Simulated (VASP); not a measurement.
# Zn3S in VASP: notebook, part 2 of 2

VASP 6.6.1. Earlier steps stand in the parts before.

## Step 5: Single point, PBE

This run uses another cell than the first one, of 16.57 Å³/atom.

The input, INCAR:

```
  PREC = Accurate
  ENCUT = 520
  EDIFF = 1E-6
  ISMEAR = 0
  SIGMA = 0.1
  LREAL = F
  LASPH = T
  NELM = 80
  ALGO = Normal
  ISIF = 2
  LWAVE = F
  LCHARG = F
  GGA = PE
  NBANDS = 29
```

The input, KPOINTS:

```
Automatic mesh
0
Gamma
  12 12 12
```

The input, POSCAR:

```
Zn3S
1.0
    4.0467594858      0.0000000000      0.0000000000
    0.0000000000      4.0467594858      0.0000000000
    0.0000000000      0.0000000000      4.0467594858
Zn S
3 1
Direct
    0.0000000000      0.5000000000      0.5000000000
    0.5000000000      0.0000000000      0.5000000000
    0.5000000000      0.5000000000      0.0000000000
    0.0000000000      0.0000000000      0.0000000000
```

Potentials or basis: VASP PAW PBE potentials, release 64 (Zn, S).

Started as:

```
> cat potpaw_PBE.64/Zn/POTCAR potpaw_PBE.64/S/POTCAR > POTCAR
> mpirun -np 1 vasp_std > vasp.out
```

OUTCAR:

```text
PREC = Accurate
   ENCUT = 520
   EDIFF = 1E-6
   ISMEAR = 0
   LREAL = F
   LASPH = T
   NELM = 80
   ISIF = 2
   GGA = PE

 ion  position               nearest neighbor table
   1  0.000  0.500  0.500-   2 2.86   3 2.86   4 2.86   3 2.86   4 2.86   2 2.86   4 2.86   4 2.86
                             2 2.86   3 2.86   3 2.86   2 2.86
   2  0.500  0.000  0.500-   1 2.86   3 2.86   4 2.86   3 2.86   4 2.86   1 2.86   3 2.86   3 2.86
                             1 2.86   4 2.86   4 2.86   1 2.86
   3  0.500  0.500  0.000-   1 2.86   2 2.86   4 2.86   1 2.86   2 2.86   2 2.86   4 2.86   2 2.86
                             1 2.86   4 2.86   1 2.86   4 2.86
   4  0.000  0.000  0.000-   1 2.86   2 2.86   3 2.86   1 2.86   2 2.86   1 2.86   3 2.86   1 2.86
                             2 2.86   3 2.86   2 2.86   3 2.86

  LATTYP: Found a simple cubic cell.
 ALAT       =     4.0467594858

  Lattice vectors:

 A1 = (   4.0467594858,   0.0000000000,   0.0000000000)
 A2 = (   0.0000000000,   4.0467594858,   0.0000000000)
 A3 = (   0.0000000000,   0.0000000000,   4.0467594858)

Analysis of symmetry for initial positions (statically):
=====================================================================
 Subroutine PRICEL returns:
 Original cell was already a primitive cell.

 Routine SETGRP: Setting up the symmetry group for a
 simple cubic supercell.

 Subroutine GETGRP returns: Found 48 space group operations
 (whereof 48 operations were pure point group operations)
 out of a pool of 48 trial point group operations.

The static configuration has the point symmetry O_h .

Analysis of symmetry for dynamics (positions and initial velocities):
=====================================================================
 Subroutine PRICEL returns:
 Original cell was already a primitive cell.

 Routine SETGRP: Setting up the symmetry group for a
 simple cubic supercell.

 Subroutine GETGRP returns: Found 48 space group operations
 (whereof 48 operations were pure point group operations)
 out of a pool of 48 trial point group operations.

The dynamic configuration has the point symmetry O_h .

 Subroutine INISYM returns: Found 48 space group operations
 (whereof 48 operations are pure point group operations),
 and found     1 'primitive' translations

----------------------------------------------------------------------------------------

                                     Primitive cell

  volume of cell :      66.2708

  direct lattice vectors                    reciprocal lattice vectors
     4.046759486  0.000000000  0.000000000     0.247111301  0.000000000  0.000000000
     0.000000000  4.046759486  0.000000000     0.000000000  0.247111301  0.000000000
     0.000000000  0.000000000  4.046759486     0.000000000  0.000000000  0.247111301

  length of vectors
     4.046759486  4.046759486  4.046759486     0.247111301  0.247111301  0.247111301

  position of ions in fractional coordinates (direct lattice)
     0.000000000  0.500000000  0.500000000
     0.500000000  0.000000000  0.500000000
     0.500000000  0.500000000  0.000000000
     0.000000000  0.000000000  0.000000000

  ion indices of the primitive-cell ions
   primitive index   ion index
                 1           1
                 2           2
                 3           3
                 4           4

[... 30 lines left out ...]
  0.166667  0.000000  0.000000      6.000000
  0.250000  0.000000  0.000000      6.000000
  0.333333  0.000000  0.000000      6.000000
  0.416667  0.000000  0.000000      6.000000
[... 16 lines left out ...]
  0.333333  0.333333  0.000000     12.000000
  0.416667  0.333333  0.000000     24.000000
 [... further k-points ...]
   k-points           NKPTS =     84   k-points in BZ     NKDIM =     84   number of bands    NBANDS=     29
   number of dos      NEDOS =    301   number of ions     NIONS =      4
   total plane-waves  NPLWV =  27000
   dimension x,y,z NGX =    30 NGY =   30 NGZ =   30
   dimension x,y,z NGXF=    60 NGYF=   60 NGZF=   60
   ions per type =               3   1
   NGX,Y,Z   is equivalent  to a cutoff of  12.32, 12.32, 12.32 a.u.
   NGXF,Y,Z  is equivalent  to a cutoff of  24.65, 24.65, 24.65 a.u.
 SYSTEM =  unknown system
   PREC   = accura    normal or accurate (medium, high low for compatibility)
   ISTART =      0    job   : 0-new  1-cont  2-samecut
   ICHARG =      2    charge: 1-file 2-atom 10-const
   ISPIN  =      1    spin polarized calculation?
   LNONCOLLINEAR =      F non collinear calculations
   LSORBIT =      F    spin-orbit coupling
   LASPH  =      T    aspherical Exc in radial PAW
   ENCUT  =  520.0 eV  38.22 Ry    6.18 a.u.   7.52  7.52  7.52*2*pi/ulx,y,z
   NELM   =     80;   NELMIN=  2; NELMDL= -5     # of ELM steps
   EDIFF  = 0.1E-05   stopping-criterion for ELM
   LREAL  =      F    real-space projection
   EDIFFG = 0.1E-04   stopping-criterion for IOM
   NSW    =      0    number of steps for IOM
   IBRION =     -1    ionic relax: 0-MD 1-quasi-New 2-CG
   NFREE  =      0    steps in history (QN), initial steepest desc. (CG)
   ISIF   =      2    stress and relaxation
   ISYM   =      2    0-nonsym 1-usesym 2-fastsym
   POTIM  = 0.5000    time-step for ionic-motion
   TEBEG  =    0.0;   TEEND  =   0.0 temperature during run
   PSTRESS=    0.0 pullay stress
   NELECT =      42.0000    total number of electrons
   NUPDOWN=      -1.0000    fix difference up-down
   EMIN   =  10.00;   EMAX   =-10.00  energy-range for DOS
   EFERMI =   0.00;   METHOD = LEGACY
   ISMEAR =     0;   SIGMA  =   0.10  broadening in eV -4-tet -1-fermi 0-gaus
   EFERMI_NEDOS =   21; number of points for ismear=-14 and -15
   IALGO  =     38    algorithm
   IMIX   =      4    mixing-type and parameters
     AMIX     =   0.40;   BMIX     =  1.00
     AMIX_MAG =   1.60;   BMIX_MAG =  1.00
  volume/ion in A,a.u.               =      16.57       111.80
  Fermi-wavevector in a.u.,A,eV,Ry     =   1.406211  2.657354 26.904565  1.977430
  Thomas-Fermi vector in A             =   2.528594
   LORBIT       =      0    0 simple, 1 ext, 2 COOP (PROOUT), +10 PAW based schemes
   GGA     = PE    functional components
   LHFCALC =     F    Hartree Fock is set to
   AEXX    =    0.0000 exact exchange contribution
   IVDW    =     0    specifies the selected vdW correction
   LEPSILON=     F    determine dielectric tensor
   LRPA    =     F    only Hartree local field effects (RPA)
 non-spin polarized calculation
 Gauss-broadening in eV      SIGMA  =   0.10
  energy-cutoff  :      520.00
  volume of cell :       66.27
 maximum number of plane-waves:      1804
   NGX = 15   NGY = 15   NGZ = 15

 number of electron      42.0000057 magnetization

 Free energy of the ion-electron system (eV)
  ---------------------------------------------------
  ext. energy  EPLUGINS =         0.00000000
  ---------------------------------------------------
  free energy    TOTEN  =        -6.77160232 eV

  energy without entropy =       -6.76461622  energy(sigma->0) =       -6.76810927

 E-fermi :   3.8552     XC(G=0): -11.0343

 val. band max:        3.7965433606   @ k =   0.3333   0.0833   0.0000
 cond. band min:       3.8715514047   @ k =   0.2500   0.1667   0.1667
 fundamental gap:      0.0750080441
 Fermi energy:         3.8552105553

 k-point     1 :       0.0000    0.0000    0.0000
  band No.  band energies     occupation
      1     -10.2608      2.00000
      2      -4.2891      2.00000
      3      -3.8818      2.00000
      4      -3.8818      2.00000
      5      -3.8818      2.00000
      6      -3.7825      2.00000
[... 757 lines left out ...]
     28      10.8637      0.00000
     29      11.6423      0.00000

 [... further k-points ...]

------------------------ aborting loop because EDIFF is reached ----------------------------------------

  FORCE on cell =-STRESS in cart. coord.  units (eV):
  Direction    XX          YY          ZZ          XY          YZ          ZX
  --------------------------------------------------------------------------------------
  -------------------------------------------------------------------------------------
  Total        0.0211527      0.0211527      0.0211527     -0.0000000      0.0000000      0.0000000
  in kB        0.5113929      0.5113929      0.5113929     -0.0000000      0.0000000      0.0000000
  external PRESSURE =       0.5113929 kB  Pullay stress =       0.0000000 kB

 VOLUME and BASIS-vectors are now :
 -----------------------------------------------------------------------------
  energy-cutoff  :      520.00
  volume of cell :       66.27
      direct lattice vectors                 reciprocal lattice vectors
     4.046759486  0.000000000  0.000000000     0.247111301  0.000000000  0.000000000
     0.000000000  4.046759486  0.000000000     0.000000000  0.247111301  0.000000000
     0.000000000  0.000000000  4.046759486     0.000000000  0.000000000  0.247111301

 POSITION                                       TOTAL-FORCE (eV/Angst)
 -----------------------------------------------------------------------------------
      0.00000      2.02338      2.02338         0.000000      0.000000      0.000000
      2.02338      0.00000      2.02338         0.000000      0.000000      0.000000
      2.02338      2.02338      0.00000         0.000000      0.000000      0.000000
      0.00000      0.00000      0.00000         0.000000      0.000000      0.000000
 -----------------------------------------------------------------------------------
    total drift:                                0.000000      0.000000     -0.000000

  FREE ENERGIE OF THE ION-ELECTRON SYSTEM (eV)
  ---------------------------------------------------
  free  energy   TOTEN  =        -6.7716023232 eV

  energy  without entropy=       -6.7646162237  energy(sigma->0) =       -6.76810927
```

stdout:

```text
POSCAR found type information on POSCAR ZnS
 POSCAR found :  2 types and       4 ions
 scaLAPACK will be used
 LDA part: xc-table for (Slater+PW92), standard interpolation
 POSCAR, INCAR and KPOINTS ok, starting setup
 FFT: planning ... GRIDC
 FFT: planning ... GRID_SOFT
 FFT: planning ... GRID
 WAVECAR not read
 entering main loop
```

It took 2.7 min on 1 thread of AMD EPYC 7R13, shared host; peak memory 0.23 GiB.

What came out:

```yaml
Free_energy: -6.7716 eV
Pressure: 0.1 GPa
Band_gap_on_the_k_mesh: zero (bands 21 and 22 overlap by 3.15 eV)
```

Levels at points of the mesh, in eV from the Fermi level:
```
           k point  band 18  band 19  band 20  band 21  band 22  band 23  band 24  band 25
(0.00, 0.00, 0.00)    -3.97    -3.97    -3.97     0.73     0.73     3.30     3.30     3.30
(0.50, 0.00, 0.00)    -3.02    -2.82    -2.82    -0.20     1.55     1.55     2.58     2.71
(0.50, 0.50, 0.00)    -5.66    -4.98    -2.18     0.72     1.55     1.55     3.73     3.73
(0.50, 0.50, 0.50)    -5.31    -5.31    -2.62    -2.04    -2.04    -2.04     5.71     5.71
```

## Step 6: Single point, PBE

This run uses another cell than the first one, of 16.57 Å³/atom.

The input, INCAR:

```
SYSTEM = Zn3S
PREC = Accurate
ENCUT = 520
EDIFF = 1E-6
ISMEAR = 0
SIGMA = 0.1
LREAL = .FALSE.
LASPH = .TRUE.
NELM = 80
ALGO = Normal
ISIF = 2
LWAVE = .FALSE.
LCHARG = .FALSE.
GGA = PE
NBANDS = 29
```

The input, KPOINTS:

```
Automatic mesh
0
G
  12 12 12
  0 0 0
```

The input, POSCAR:

```
Zn3S
1.0
    4.0467439762      0.0000000000      0.0000000000
    0.0000000000      4.0467439762      0.0000000000
    0.0000000000      0.0000000000      4.0467439762
Zn S
3 1
Direct
    0.0000000000      0.5000000000      0.5000000000
    0.5000000000      0.0000000000      0.5000000000
    0.5000000000      0.5000000000      0.0000000000
    0.0000000000      0.0000000000      0.0000000000
```

Potentials or basis: VASP PAW PBE potentials, release 64 (Zn, S).

Started as:

```
> cat potpaw_PBE.64/Zn/POTCAR potpaw_PBE.64/S/POTCAR > POTCAR
> mpirun -np 1 vasp_std > vasp.out
```

It took 2.9 min on 1 thread of AMD EPYC 7R13, shared host; peak memory 0.23 GiB.

Results (log left out):

```
Free energy            : -6.7716 eV
Pressure               : 0.1 GPa
Band gap on the k mesh : zero (bands 21 and 22 overlap by 3.15 eV)
```

Levels at points of the mesh, in eV from the Fermi level:
```tsv
k point	band 19	band 20	band 21	band 22	band 23	band 24
(0.00, 0.00, 0.00)	-3.97	-3.97	0.73	0.73	3.30	3.30
(0.50, 0.00, 0.00)	-2.82	-2.82	-0.20	1.55	1.55	2.58
(0.50, 0.50, 0.00)	-4.98	-2.18	0.72	1.55	1.55	3.73
(0.50, 0.50, 0.50)	-5.31	-2.62	-2.04	-2.04	-2.04	5.71
```

## Step 7: The runs side by side

| task | cell | k mesh | cutoff (eV) | gap on the mesh (eV) | pressure (GPa) | relaxed volume (Å³/atom) |
| --- | --- | --- | --- | --- | --- | --- |
| relaxation of cell and atoms | relaxed from a = 3.954 Å, 4 atoms | 4 × 4 × 4 | 600 | none | -0.1 | 16.53 |
| single point | a = 3.939, b = 3.939, c = 3.898 Å, 4 atoms | 6 × 6 × 6 | 520 | none | 7.4 | - |
| relaxation of cell and atoms | relaxed from a = 3.939, b = 3.939, c = 3.898 Å, 4 atoms | 4 × 4 × 4 | 600 | none | -0.3 | 16.59 |
| single point | a = 4.047 Å, 4 atoms | 12 × 12 × 12 | 520 | none | 0.1 | - |

Alike in all rows: level PBE; potentials or basis VASP PAW PBE potentials, release 64 (Zn, S); no spin polarisation; smearing gaussian 0.1 eV.

Caveats: some runs use coarse meshes; the cell stands under pressure (at least some runs).

Absolute energies hang on the potentials; compare differences alone.

The gap in the log of VASP goes by the Fermi energy; the results here count the filled bands.